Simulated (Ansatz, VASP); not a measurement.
One calculation of TiC3, two programs

```
Ti C
1.0
     3.02747    0.00000    0.00000
    -1.51373    2.62187    0.00000
     0.00000    0.00000    4.26612
Ti C
1 3
Direct
  0.66667 0.33333 0.00000
  0.66667 0.33333 0.50000
  0.33333 0.66667 0.32031
  0.33333 0.66667 0.67969
```

Change from the starting cell: species swapped into the GaAg3 type (P-6m2, No. 187).

Alike in both runs: functional PBE; k mesh 6 × 6 × 4; occupations gaussian, width 0.1 eV; no spin polarisation.

Ansatz relaxed the structure, and its values are those at the end. VASP's run is a single point on that final structure, the one shown.

```csv
,VASP,Ansatz
version,VASP 6.6.1,Ansatz 0.2.0
potentials or method,"VASP PAW PBE potentials, release 64 (Ti_sv, C), cutoff 520 eV","scalar-relativistic, plane waves, PAW"
valence electrons in the cell,24,24
```

|  | VASP | Ansatz | Ansatz less VASP |
| --- | --- | --- | --- |
| gap on the k mesh at the Fermi level (eV) | none | none | - |
| pressure (GPa) | 0.2 | -0.1 | -0.30 |
| rms of the force components (eV/Å) | 0.017 | 0.002 | -0.0142 |

A gap of «none» marks a metal or a gap that the smearing closes. The functional is the same, so the differences come from potentials, cutoffs and numerics.

The k mesh is coarse, so the values compare programs but aren't converged.
